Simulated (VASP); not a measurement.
# CdF2 in VASP: a series of runs, part 2 of 2

VASP 6.6.1. The steps go on from the part before.

**3. Single point, r2SCAN**

This run uses another cell than the first one, of 13.82 Å³/atom, 1.039 times its volume.

The input, POSCAR:

```
CdF2
1.0
    0.0000000000      2.7468369436      2.7468369436
    2.7468369436      0.0000000000      2.7468369436
    2.7468369436      2.7468369436      0.0000000000
Cd F
1 2
Direct
    0.0000000000      0.0000000000      0.0000000000
    0.7500000000      0.7500000000      0.7500000000
    0.2500000000      0.2500000000      0.2500000000
```

The input, INCAR.step1:

```
SYSTEM = CdF2
PREC = Accurate ; ENCUT = 520
ISMEAR = -1 ; SIGMA = 0.05
LREAL = .FALSE. ; LASPH = .TRUE.
NELM = 100 ; NBANDS = 20
GGA = PE ; ALGO = Normal
EDIFF = 1E-4 ; LWAVE = .TRUE.
LCHARG = .FALSE.
```

The input, INCAR.step2:

```
SYSTEM = CdF2
PREC = Accurate ; ENCUT = 520
EDIFF = 1E-7 ; ISMEAR = -1
SIGMA = 0.05 ; LREAL = .FALSE.
LASPH = .TRUE. ; NELM = 100
ALGO = Normal ; ISIF = 2
LWAVE = .FALSE. ; LCHARG = .FALSE.
METAGGA = R2SCAN ; LMIXTAU = .TRUE.
NBANDS = 20 ; ISTART = 1
```

The input, KPOINTS:

```
Automatic mesh
0
G
  9 9 9
  0 0 0
```

Potentials or basis: VASP PAW PBE potentials, release 64 (Cd, F).

The run is started by

```sh
$ cat potpaw_PBE.64/Cd/POTCAR potpaw_PBE.64/F/POTCAR > POTCAR
$ cp INCAR.step1 INCAR
$ mpirun -np 1 vasp_std > vasp.out
$ cp INCAR.step2 INCAR
$ mpirun -np 1 vasp_std > vasp.out
```

Wall time 62 s (1 thread of Intel Xeon 6975P-C (Granite Rapids), shared host); peak memory 0.18 GiB.

The run converged. Its results:

* Free energy: -33.6920 eV
* Pressure: -5.0 GPa
* Band gap on the k mesh: 3.57 eV, indirect (least direct gap 4.11 eV)

Levels at points of the mesh, in eV from the valence-band top:
| k point | band 9 | band 10 | band 11 | band 12 | band 13 | band 14 | band 15 | band 16 | band 17 | band 18 |
| --- | --- | --- | --- | --- | --- | --- | --- | --- | --- | --- |
| (0.00, 0.00, 0.00) | -0.82 | -0.82 | -0.55 | -0.55 | -0.55 | 3.57 | 13.33 | 13.33 | 13.33 | 17.40 |

Caveat: the PAW data sets were made with another functional, which shifts forces and pressure a little. r2SCAN opens gaps a little over a GGA but as a rule still falls short of measured ones.

**4. Single point, PBEsol**

This run uses another cell than the first one, of 13.56 Å³/atom, 1.020 times its volume.

The input, INCAR:

```
SYSTEM = CdF2
ALGO = Normal ; EDIFF = 1E-7
ENCUT = 520 ; GGA = PS
ISIF = 2 ; ISMEAR = -1
LASPH = .TRUE. ; LCHARG = .FALSE.
LREAL = .FALSE. ; LWAVE = .FALSE.
NBANDS = 20 ; NELM = 100
PREC = Accurate ; SIGMA = 0.05
```

The input, KPOINTS:

```
k-points
0
G
  9 9 9
  0 0 0
```

The input, POSCAR:

```
CdF2
1.0
    0.0000000000      2.7294514339      2.7294514339
    2.7294514339      0.0000000000      2.7294514339
    2.7294514339      2.7294514339      0.0000000000
Cd F
1 2
Direct
    0.0000000000      0.0000000000      0.0000000000
    0.7500000000      0.7500000000      0.7500000000
    0.2500000000      0.2500000000      0.2500000000
```

The run is started by

```sh
$ cat potpaw_PBE.64/Cd/POTCAR potpaw_PBE.64/F/POTCAR > POTCAR
$ mpirun -np 1 vasp_std > vasp.out
```

Run time: 29 s. Hardware: 1 thread of Intel Xeon Platinum 8259CL at 2.50GHz (Skylake/Cascade Lake), shared host; peak memory 0.18 GiB.

The run converged. Its results:

```yaml
Free_energy: -11.5813 eV
Pressure: -3.5 GPa
Band_gap_on_the_k_mesh: 2.80 eV, indirect (least direct gap 3.31 eV)
```

Levels at points of the mesh, in eV from the valence-band top:
| k point | band 10 | band 11 | band 12 | band 13 | band 14 | band 15 | band 16 | band 17 |
| --- | --- | --- | --- | --- | --- | --- | --- | --- |
| (0.00, 0.00, 0.00) | -0.87 | -0.51 | -0.51 | -0.51 | 2.80 | 12.35 | 12.35 | 12.35 |

Caveat: the PAW data sets were made with another functional, which shifts forces and pressure a little.

**5. Single point, PBEsol (atoms moved at random)**

The input, INCAR:

```
ALGO     = Normal         # electronic algorithm
EDIFF    = 1E-6           # SCF threshold, eV
ENCUT    = 520            # plane-wave cutoff, eV
GGA      = PS             # functional
ISIF     = 2              # what is computed and relaxed
ISMEAR   = -1             # smearing method
LASPH    = T              # aspherical terms in the spheres
LCHARG   = F              # write CHGCAR
LREAL    = F              # projectors in reciprocal space
LWAVE    = F              # write WAVECAR
NBANDS   = 20             # bands
NELM     = 80             # most SCF steps
PREC     = Accurate       # precision mode
SIGMA    = 0.05           # smearing width, eV
```

The input, KPOINTS:

```
k-points
0
Gamma
  9 9 9
```

The input, POSCAR:

```
CdF2
1.0
    0.0000000000      2.6940000000      2.6940000000
    2.6940000000      0.0000000000      2.6940000000
    2.6940000000      2.6940000000      0.0000000000
Cd F
1 2
Direct
    0.0015780000     -0.0004940000      0.0101050000
    0.7652150000      0.7526630000      0.7491490000
    0.2746410000      0.2377590000      0.2370220000
```

Potentials or basis: VASP PAW PBE potentials, release 64 (Cd, F).

The run is started by

```sh
$ cat potpaw_PBE.64/Cd/POTCAR potpaw_PBE.64/F/POTCAR > POTCAR
$ mpirun -np 1 vasp_std > vasp.out
```

OUTCAR:

```text
EDIFF = 1E-6
   ENCUT = 520
   GGA = PS
   ISIF = 2
   ISMEAR = -1
   LASPH = T
   LREAL = F
   NELM = 80
   PREC = Accurate

 ion  position               nearest neighbor table
   1  0.002  1.000  0.010-   3 2.26   3 2.30   2 2.30   2 2.32   2 2.34   3 2.37   2 2.38   3 2.41

   2  0.765  0.753  0.749-   1 2.30   1 2.32   1 2.34   1 2.38
   3  0.275  0.238  0.237-   1 2.26   1 2.30   1 2.37   1 2.41

  LATTYP: Found a face centered cubic cell.
[... 194 lines left out ...]
      3      -7.1285      2.00000
      4      -7.0695      2.00000
      5      -7.0231      2.00000
      6      -5.8290      2.00000
[... 541 lines left out ...]
     19      18.1465      0.00000
     20      18.8142      0.00000

 [... further k-points ...]
[... 5 lines left out ...]
  --------------------------------------------------------------------------------------
  -------------------------------------------------------------------------------------
  Total        0.2378622      0.2259092      0.2116528      0.0212698      0.1644227     -0.0432805
  in kB        9.7457038      9.2559652      8.6718520      0.8714689      6.7367380     -1.7732925
  external PRESSURE =       9.2245070 kB  Pullay stress =       0.0000000 kB

 VOLUME and BASIS-vectors are now :
 -----------------------------------------------------------------------------
  energy-cutoff  :      520.00
  volume of cell :       39.10
      direct lattice vectors                 reciprocal lattice vectors
     0.000000000  2.694000000  2.694000000    -0.185597624  0.185597624  0.185597624
     2.694000000  0.000000000  2.694000000     0.185597624 -0.185597624  0.185597624
     2.694000000  2.694000000  0.000000000     0.185597624  0.185597624 -0.185597624

 POSITION                                       TOTAL-FORCE (eV/Angst)
 -----------------------------------------------------------------------------------
      2.71989      0.03147      2.69692        -0.304316      0.047011      0.206067
      4.04588      4.07970      4.08916        -0.090375     -0.019989     -0.147162
      1.27906      1.37842      1.38041         0.394692     -0.027022     -0.058906
 -----------------------------------------------------------------------------------
    total drift:                                0.000786     -0.000640     -0.000230

  FREE ENERGIE OF THE ION-ELECTRON SYSTEM (eV)
  ---------------------------------------------------
  free  energy   TOTEN  =       -11.5712109492 eV

  energy  without entropy=      -11.5712109491  energy(sigma->0) =      -11.57121095
```

Run time: 3.3 min. Hardware: 1 thread of Intel Xeon Platinum 8259CL at 2.50GHz (Skylake/Cascade Lake), shared host; peak memory 0.36 GiB.

What came out:

| Quantity | Value |
| --- | --- |
| Free energy | -11.5712 eV |
| Pressure | 0.9 GPa |
| Largest force | 0.400 eV/Å |
| Band gap on the k mesh | 2.92 eV, indirect (least direct gap 3.34 eV) |

Forces on the atoms (eV/Å):
```
Cd  -0.304  0.047  0.206
F   -0.090 -0.020 -0.147
F    0.395 -0.027 -0.059
```

Stress tensor (GPa, compression positive):
```
 0.97  0.09 -0.18
 0.09  0.93  0.67
-0.18  0.67  0.87
```

Levels at points of the mesh, in eV from the valence-band top:
```tsv
k point	band 10	band 11	band 12	band 13	band 14	band 15	band 16	band 17
(0.00, 0.00, 0.00)	-0.94	-0.53	-0.48	-0.42	2.92	12.46	12.52	12.61
```

Caveat: the cell differs from its parent crystal (atoms moved at random); the PAW data sets were made with another functional, which shifts forces and pressure a little. A k mesh can miss the band edges.

**6. Overview**

| level | cell | gap on the mesh (eV) | pressure (GPa) |
| --- | --- | --- | --- |
| r2SCAN | a = 3.835 Å, angles 60.0°, 3 atoms | 3.71 | -1.2 |
| r2SCAN | a = 3.885 Å, angles 60.0°, 3 atoms | 3.57 | -5.0 |
| PBEsol | a = 3.860 Å, angles 60.0°, 3 atoms | 2.80 | -3.5 |
| PBEsol | a = 3.810 Å, angles 60.0°, 3 atoms | 2.92 | 0.9 |

Alike in all rows: task single point; potentials or basis VASP PAW PBE potentials, release 64 (Cd, F); no spin polarisation; k mesh 9 × 9 × 9; cutoff (eV) 520; smearing fermi-dirac 0.05 eV.

Caveats: the PAW data sets were made with another functional, which shifts forces and pressure a little.

Total energies depend on the potentials used, so only differences within one code and one set of settings carry meaning.
